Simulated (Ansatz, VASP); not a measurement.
GaSb2: VASP beside Ansatz

Contents of INCAR:

```
SYSTEM = GaSb2
PREC     = Accurate       ! precision mode
ENCUT    = 600            ! plane-wave cutoff, eV
EDIFF    = 1E-6           ! SCF threshold, eV
ISMEAR   = 0              ! smearing method
SIGMA    = 0.1            ! smearing width, eV
LREAL    = .FALSE.        ! projectors in reciprocal space
LASPH    = .TRUE.         ! aspherical terms in the spheres
NELM     = 80             ! most SCF steps
ALGO     = Normal         ! electronic algorithm
ISIF     = 3              ! what is computed and relaxed
LWAVE    = .FALSE.        ! write WAVECAR
LCHARG   = .FALSE.        ! write CHGCAR
GGA      = PE             ! functional
IBRION   = 2              ! ionic algorithm
NSW      = 90             ! ionic steps
EDIFFG   = -0.04          ! ionic threshold
```

The input KPOINTS:

```
regular mesh
0
G
  6 6 4
  0 0 0
```

Contents of POSCAR:

```
GaSb2
1.0
    4.2675955800      0.0000000000      0.0000000000
   -2.1337977900      3.6958461800      0.0000000000
    0.0000000000      0.0000000000      4.6071899500
Ga Sb
1 2
Direct
    0.0000000000      0.0000000000      0.0000000000
    0.3333333300      0.6666666700      0.5000000000
    0.6666666700      0.3333333300      0.5000000000
```

Input for Ansatz:

```yaml
crystal:
  lattice:
    - [4.26759558, 0.0, 0.0]
    - [-2.13379779, 3.69584618, 0.0]
    - [0.0, 0.0, 4.60718995]
  atoms:
    - { symbol: Ga, position: [0.0, 0.0, 0.0] }
    - { symbol: Sb, position: [0.33333333, 0.66666667, 0.5] }
    - { symbol: Sb, position: [0.66666667, 0.33333333, 0.5] }
basis:
  ecutwfc: 420
kpoints:
  mp_grid: { grid: [6, 6, 4] }
hamiltonian:
  xc: pbe
scf:
  occupations: { method: gaussian, width: 0.1 }
  lower_state_search: "off"
output:
  forces: true
  stress: true
  eigenvalues: true
relax:
  adjacent_minimum: "off"
  f_tol: 0.04
  max_steps: 70
  cell: { stress_tol: 0.4 }
```

Change from the starting cell: species swapped into the TmSi2 type (P6/mmm, No. 191).

Alike in both runs: task relaxation of cell and atoms; functional PBE; k mesh 6 × 6 × 4; occupations gaussian, width 0.1 eV; no spin polarisation.

```csv
,VASP,Ansatz
version,VASP 6.6.1,Ansatz 0.2.0
potentials or method,"VASP PAW PBE potentials, release 64 (Ga_d, Sb), cutoff 600 eV","scalar-relativistic, plane waves, PAW"
valence electrons in the cell,23,43
```

VASP gave:

```
gap on the k mesh at the Fermi level, each at its own relaxed structure (eV)  : none
relaxed volume (Å³/atom)                                                      : 26.19
relaxed length of the cell vector where the two differ most in proportion (Å) : 5.254
```

Problem. What did Ansatz give for the same quantities?

Solution. gap on the k mesh at the Fermi level, each at its own relaxed structure (eV): none; relaxed volume (Å³/atom): 26.33; relaxed length of the cell vector where the two differ most in proportion (Å): 5.267.

A gap of «none» marks a metal or a gap that the smearing closes. VASP's potentials hold 23 valence electrons a cell and Ansatz's 43, so a difference there can come from the potentials and not from the codes.

Spin-orbit coupling is off throughout.
